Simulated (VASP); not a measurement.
Input of a VASP 6.6.1 run:

Contents of INCAR:

```
ALGO = Normal
EDIFF = 1E-6
ENCUT = 500
GGA = PE
GGA_COMPAT = F
ISIF = 2
ISMEAR = -1
LASPH = T
LCHARG = F
LREAL = F
LWAVE = F
NBANDS = 14
NELM = 120
PREC = Accurate
SIGMA = 0.1
```

Contents of KPOINTS:

```
k-points
0
Gamma
  10 10 5
```

Contents of POSCAR:

```
Na
1.0
    3.7445808201      0.0000000000      0.0000000000
   -1.8722904100      3.2429021167      0.0000000000
    0.0000000000      0.0000000000      6.1144825084
Na
2
Direct
    0.3333333333      0.6666666667      0.2500000000
    0.6666666667      0.3333333333      0.7500000000
```

Potentials or basis: VASP PAW PBE potentials, release 64 (Na_pv).

Launch:

```console
$ cat potpaw_PBE.64/Na_pv/POTCAR > POTCAR
$ mpirun -np 1 vasp_std > vasp.out
```

Task: Estimate the band gap on the k mesh.

Result: Zero (band 7 reaches 1.54 eV, above the bottom of band 8 at -1.47 eV).

Task: Predict the pressure.

Result: 0.0 GPa.
